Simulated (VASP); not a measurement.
# CdTe (P4/nmm) in VASP: further runs

The runs below take CdTe through single point, with PBE.

Everything below comes from runs of VASP 6.6.1. Logs are shortened: lines on timing, memory, paths and dates and some standing lists are left out, and cuts for length are marked.

### Step 1. The cell of the first run

The structure is tetragonal, space group P4/nmm (No. 129). The conventional cell has a = 4.692 Å, b = 4.692 Å, c = 6.942 Å, α = 90.00°, β = 90.00°, γ = 90.00°. Cd (site symmetry -4m2) has 4 Te at 2.93 Å and 4 Cd at 3.32 Å within 3.9 Å. Te (site symmetry 4mm) has 4 Cd at 2.93 Å within 3.9 Å.

### Step 2. Single point, PBE

Input file INCAR:

```
SYSTEM = CdTe
  ALGO = Normal
  EDIFF = 1E-6
  ENCUT = 520
  GGA = PE
  ISIF = 2
  ISMEAR = 0
  LASPH = .True.
  LCHARG = .False.
  LREAL = .False.
  LWAVE = .False.
  NBANDS = 26
  NELM = 80
  PREC = Accurate
  SIGMA = 0.1
```

Input file KPOINTS:

```
k-points
0
Gamma
  4 4 4
  0 0 0
```

Input file POSCAR:

```
CdTe
1.0
    4.6919331175      0.0000000000      0.0000000000
    0.0000000000      4.6919331175      0.0000000000
    0.0000000000      0.0000000000      6.9420839222
Cd Te
2 2
Direct
    0.0000000000      0.0000000000      0.0000000000
    0.5000000000      0.5000000000      0.0000000000
    0.5000000000      0.0000000000      0.7464199617
    0.0000000000      0.5000000000      0.2535800383
```

Potentials or basis: VASP PAW PBE potentials, release 64 (Cd, Te).

Started as:

```sh
> cat potpaw_PBE.64/Cd/POTCAR potpaw_PBE.64/Te/POTCAR > POTCAR
> mpirun -np 1 vasp_std > vasp.out
```

OUTCAR:

```text
SYSTEM = CdTe
   EDIFF = 1E-6
   ENCUT = 520
   GGA = PE
   ISIF = 2
   ISMEAR = 0
   LASPH = .True.
   LREAL = .False.
   NELM = 80
   PREC = Accurate

 ion  position               nearest neighbor table
   1  0.000  0.000  0.000-   3 2.93   4 2.93   4 2.93   3 2.93   2 3.32   2 3.32   2 3.32   2 3.32

   2  0.500  0.500  0.000-   3 2.93   4 2.93   3 2.93   4 2.93   1 3.32   1 3.32   1 3.32   1 3.32

   3  0.500  0.000  0.746-   1 2.93   2 2.93   2 2.93   1 2.93
   4  0.000  0.500  0.254-   1 2.93   2 2.93   1 2.93   2 2.93

  LATTYP: Found a simple tetragonal cell.
 ALAT       =     4.6919331175
 C/A-ratio  =     1.4795786190

  Lattice vectors:

 A1 = (   4.6919331175,   0.0000000000,   0.0000000000)
 A2 = (   0.0000000000,   4.6919331175,   0.0000000000)
 A3 = (   0.0000000000,   0.0000000000,   6.9420839222)

Analysis of symmetry for initial positions (statically):
=====================================================================
 Subroutine PRICEL returns:
 Original cell was already a primitive cell.

 Routine SETGRP: Setting up the symmetry group for a
 simple tetragonal supercell.

 Subroutine GETGRP returns: Found 16 space group operations
 (whereof  8 operations were pure point group operations)
 out of a pool of 16 trial point group operations.

The static configuration has the point symmetry D_2d.
 The point group associated with its full space group is D_4h.

Analysis of symmetry for dynamics (positions and initial velocities):
=====================================================================
 Subroutine PRICEL returns:
 Original cell was already a primitive cell.

 Routine SETGRP: Setting up the symmetry group for a
 simple tetragonal supercell.

 Subroutine GETGRP returns: Found 16 space group operations
 (whereof  8 operations were pure point group operations)
 out of a pool of 16 trial point group operations.

The dynamic configuration has the point symmetry D_2d.
 The point group associated with its full space group is D_4h.

 Subroutine INISYM returns: Found 16 space group operations
 (whereof  8 operations are pure point group operations),
 and found     1 'primitive' translations

----------------------------------------------------------------------------------------

                                     Primitive cell

  volume of cell :     152.8247

  direct lattice vectors                    reciprocal lattice vectors
     4.691933117  0.000000000  0.000000000     0.213131768  0.000000000  0.000000000
     0.000000000  4.691933117  0.000000000     0.000000000  0.213131768  0.000000000
     0.000000000  0.000000000  6.942083922     0.000000000  0.000000000  0.144048964

  length of vectors
     4.691933117  4.691933117  6.942083922     0.213131768  0.213131768  0.144048964

  position of ions in fractional coordinates (direct lattice)
     0.000000000  0.000000000  0.000000000
     0.500000000  0.500000000  0.000000000
     0.500000000  0.000000000  0.746419962
     0.000000000  0.500000000  0.253580038

  ion indices of the primitive-cell ions
   primitive index   ion index
                 1           1
                 2           2
                 3           3
                 4           4

----------------------------------------------------------------------------------------

 KPOINTS: k-points

Automatic generation of k-mesh.
 Grid dimensions read from file:
 generate k-points for:    4    4    4

 Generating k-lattice:

  Cartesian coordinates                     Fractional coordinates (reciprocal lattice)
     0.053282942  0.000000000  0.000000000     0.250000000  0.000000000  0.000000000
     0.000000000  0.053282942  0.000000000     0.000000000  0.250000000  0.000000000
     0.000000000  0.000000000  0.036012241     0.000000000  0.000000000  0.250000000

  Length of vectors
     0.053282942  0.053282942  0.036012241

  Shift w.r.t. Gamma in fractional coordinates (k-lattice)
     0.000000000  0.000000000  0.000000000

 Subroutine IBZKPT returns following result:
 ===========================================

 Found     18 irreducible k-points:

 Following reciprocal coordinates:
            Coordinates               Weight
  0.000000  0.000000  0.000000      1.000000
  0.250000  0.000000  0.000000      4.000000
  0.500000  0.000000  0.000000      2.000000
  0.250000  0.250000  0.000000      4.000000
  0.500000  0.250000  0.000000      4.000000
  0.500000  0.500000  0.000000      1.000000
[... 10 lines left out ...]
  0.500000  0.250000  0.500000      4.000000
  0.500000  0.500000  0.500000      1.000000
   k-points           NKPTS =     18   k-points in BZ     NKDIM =     18   number of bands    NBANDS=     26
   number of dos      NEDOS =    301   number of ions     NIONS =      4
   total plane-waves  NPLWV =  69984
   dimension x,y,z NGX =    36 NGY =   36 NGZ =   54
   dimension x,y,z NGXF=    72 NGYF=   72 NGZF=  108
   ions per type =               2   2
   NGX,Y,Z   is equivalent  to a cutoff of  12.76, 12.76, 12.93 a.u.
   NGXF,Y,Z  is equivalent  to a cutoff of  25.51, 25.51, 25.86 a.u.
 SYSTEM =  CdTe
   PREC   = accura    normal or accurate (medium, high low for compatibility)
   ISTART =      0    job   : 0-new  1-cont  2-samecut
   ICHARG =      2    charge: 1-file 2-atom 10-const
   ISPIN  =      1    spin polarized calculation?
   LNONCOLLINEAR =      F non collinear calculations
   LSORBIT =      F    spin-orbit coupling
   LASPH  =      T    aspherical Exc in radial PAW
   ENCUT  =  520.0 eV  38.22 Ry    6.18 a.u.   8.72  8.72 12.91*2*pi/ulx,y,z
   NELM   =     80;   NELMIN=  2; NELMDL= -5     # of ELM steps
   EDIFF  = 0.1E-05   stopping-criterion for ELM
   LREAL  =      F    real-space projection
   EDIFFG = 0.1E-04   stopping-criterion for IOM
   NSW    =      0    number of steps for IOM
   IBRION =     -1    ionic relax: 0-MD 1-quasi-New 2-CG
   NFREE  =      0    steps in history (QN), initial steepest desc. (CG)
   ISIF   =      2    stress and relaxation
   ISYM   =      2    0-nonsym 1-usesym 2-fastsym
   POTIM  = 0.5000    time-step for ionic-motion
   TEBEG  =    0.0;   TEEND  =   0.0 temperature during run
   PSTRESS=    0.0 pullay stress
   NELECT =      36.0000    total number of electrons
   NUPDOWN=      -1.0000    fix difference up-down
   EMIN   =  10.00;   EMAX   =-10.00  energy-range for DOS
   EFERMI =   0.00;   METHOD = LEGACY
   ISMEAR =     0;   SIGMA  =   0.10  broadening in eV -4-tet -1-fermi 0-gaus
   EFERMI_NEDOS =   21; number of points for ismear=-14 and -15
   IALGO  =     38    algorithm
   IMIX   =      4    mixing-type and parameters
     AMIX     =   0.40;   BMIX     =  1.00
     AMIX_MAG =   1.60;   BMIX_MAG =  1.00
  volume/ion in A,a.u.               =      38.21       257.83
  Fermi-wavevector in a.u.,A,eV,Ry     =   1.011062  1.910630 13.908509  1.022247
  Thomas-Fermi vector in A             =   2.144089
   LORBIT       =      0    0 simple, 1 ext, 2 COOP (PROOUT), +10 PAW based schemes
   GGA     = PE    functional components
   LHFCALC =     F    Hartree Fock is set to
   AEXX    =    0.0000 exact exchange contribution
   IVDW    =     0    specifies the selected vdW correction
   LEPSILON=     F    determine dielectric tensor
   LRPA    =     F    only Hartree local field effects (RPA)
 non-spin polarized calculation
 Gauss-broadening in eV      SIGMA  =   0.10
  energy-cutoff  :      520.00
  volume of cell :      152.82
 maximum number of plane-waves:      4146
 NGX is ok and might be reduce to    36
   NGX = 17   NGY = 17   NGZ = 25

 number of electron      36.0000006 magnetization

 Free energy of the ion-electron system (eV)
  ---------------------------------------------------
  ext. energy  EPLUGINS =         0.00000000
  ---------------------------------------------------
  free energy    TOTEN  =        -9.06870324 eV

  energy without entropy =       -9.06870324  energy(sigma->0) =       -9.06870324

 E-fermi :   1.8850     XC(G=0):  -8.0032

 val. band max:        1.4043011572   @ k =   0.0000   0.0000   0.0000
 cond. band min:       2.4511368878   @ k =   0.0000   0.0000   0.0000
 fundamental gap:      1.0468357306
 Fermi energy:         1.8849901619

 k-point     1 :       0.0000    0.0000    0.0000
  band No.  band energies     occupation
      1      -9.3747      2.00000
      2      -8.9810      2.00000
      3      -7.1275      2.00000
      4      -6.9216      2.00000
      5      -6.9216      2.00000
      6      -6.9097      2.00000
[... 18 lines left out ...]
     25       9.5728      0.00000
     26       9.6346      0.00000

 k-point     2 :       0.2500    0.0000    0.0000
  band No.  band energies     occupation
      1      -9.2462      2.00000
      2      -8.9712      2.00000
      3      -7.0291      2.00000
      4      -6.8694      2.00000
      5      -6.8380      2.00000
      6      -6.7892      2.00000
[... 18 lines left out ...]
     25       7.8840      0.00000
     26       7.9230      0.00000

 k-point     3 :       0.5000    0.0000    0.0000
  band No.  band energies     occupation
      1      -9.0383      2.00000
      2      -9.0383      2.00000
      3      -6.7973      2.00000
      4      -6.7973      2.00000
      5      -6.7277      2.00000
      6      -6.7277      2.00000
[... 18 lines left out ...]
     25       7.4745      0.00000
     26       7.4745      0.00000

 k-point     4 :       0.2500    0.2500    0.0000
  band No.  band energies     occupation
      1      -9.1442      2.00000
      2      -8.9534      2.00000
      3      -7.0281      2.00000
      4      -6.8283      2.00000
      5      -6.7593      2.00000
      6      -6.7485      2.00000
[... 18 lines left out ...]
     25       7.5784      0.00000
     26       8.7061      0.00000
[... 322 lines left out ...]
      1      -9.0913      2.00000
      2      -9.0034      2.00000
      3      -7.0282      2.00000
      4      -6.8301      2.00000
      5      -6.7604      2.00000
      6      -6.7316      2.00000
[... 18 lines left out ...]
     25       7.5349      0.00000
     26       8.4719      0.00000

 k-point    17 :       0.5000    0.2500    0.5000
  band No.  band energies     occupation
      1      -8.9888      2.00000
      2      -8.9888      2.00000
      3      -6.8974      2.00000
      4      -6.8974      2.00000
      5      -6.7569      2.00000
      6      -6.7569      2.00000
[... 18 lines left out ...]
     25       8.3282      0.00000
     26       8.3282      0.00000

 k-point    18 :       0.5000    0.5000    0.5000
  band No.  band energies     occupation
      1      -8.9427      2.00000
      2      -8.9427      2.00000
      3      -6.9736      2.00000
      4      -6.9736      2.00000
      5      -6.7234      2.00000
      6      -6.7234      2.00000
[... 18 lines left out ...]
     25       7.8707      0.00000
     26       7.8707      0.00000

------------------------ aborting loop because EDIFF is reached ----------------------------------------

  FORCE on cell =-STRESS in cart. coord.  units (eV):
  Direction    XX          YY          ZZ          XY          YZ          ZX
  --------------------------------------------------------------------------------------
  -------------------------------------------------------------------------------------
  Total        0.1637187      0.1637187     -0.0642201      0.0000000      0.0000000      0.0000000
  in kB        1.7163877      1.7163877     -0.6732684      0.0000000      0.0000000      0.0000000
  external PRESSURE =       0.9198357 kB  Pullay stress =       0.0000000 kB

 VOLUME and BASIS-vectors are now :
 -----------------------------------------------------------------------------
  energy-cutoff  :      520.00
  volume of cell :      152.82
      direct lattice vectors                 reciprocal lattice vectors
     4.691933117  0.000000000  0.000000000     0.213131768  0.000000000  0.000000000
     0.000000000  4.691933117  0.000000000     0.000000000  0.213131768  0.000000000
     0.000000000  0.000000000  6.942083922     0.000000000  0.000000000  0.144048964

 POSITION                                       TOTAL-FORCE (eV/Angst)
 -----------------------------------------------------------------------------------
      0.00000      0.00000      0.00000         0.000000     -0.000000      0.000000
      2.34597      2.34597      0.00000         0.000000      0.000000      0.000000
      2.34597      0.00000      5.18171        -0.000000     -0.000000     -0.017020
      0.00000      2.34597      1.76037         0.000000      0.000000      0.017020
 -----------------------------------------------------------------------------------
    total drift:                                0.000000      0.000000     -0.000000

  FREE ENERGIE OF THE ION-ELECTRON SYSTEM (eV)
  ---------------------------------------------------
  free  energy   TOTEN  =        -9.0687032411 eV

  energy  without entropy=       -9.0687032411  energy(sigma->0) =       -9.06870324
```

It took 31 s on 1 thread of Intel Xeon 6975P-C (Granite Rapids), shared host; peak memory 0.27 GiB.

Results:

```
Free energy            : -9.0687 eV
Pressure               : 0.1 GPa
Largest force          : 0.017 eV/Å
Band gap on the k mesh : 1.05 eV, direct
```

Forces in eV/Å, atoms in the order of the input:
```
Cd   0.000  0.000  0.000
Cd   0.000  0.000  0.000
Te   0.000  0.000 -0.017
Te   0.000  0.000  0.017
```

Levels at points of the mesh, in eV from the valence-band top:
| k point | band 14 | band 15 | band 16 | band 17 | band 18 | band 19 | band 20 | band 21 | band 22 | band 23 |
| --- | --- | --- | --- | --- | --- | --- | --- | --- | --- | --- |
| (0.00, 0.00, 0.00) | -1.71 | -1.71 | -0.11 | 0.00 | 0.00 | 1.05 | 1.50 | 2.72 | 4.55 | 4.55 |
| (0.50, 0.00, 0.00) | -3.82 | -1.35 | -1.35 | -0.62 | -0.62 | 2.58 | 2.58 | 4.77 | 4.77 | 5.35 |
| (0.50, 0.50, 0.00) | -3.80 | -1.81 | -1.81 | -1.68 | -1.68 | 2.54 | 2.54 | 2.90 | 2.90 | 8.54 |
| (0.00, 0.00, 0.50) | -1.57 | -1.57 | -1.00 | -0.26 | -0.26 | 1.10 | 2.90 | 2.90 | 4.21 | 5.05 |
| (0.50, 0.00, 0.50) | -4.06 | -0.70 | -0.70 | -0.60 | -0.60 | 1.86 | 1.86 | 4.69 | 4.69 | 5.02 |
| (0.50, 0.50, 0.50) | -3.69 | -2.03 | -2.03 | -1.95 | -1.95 | 3.54 | 3.54 | 3.87 | 3.87 | 6.47 |

Caveat: spin-orbit coupling is left out, which moves the levels of the heavy elements. A k mesh can miss the band edges.

(Continued in part 2 of 2.)
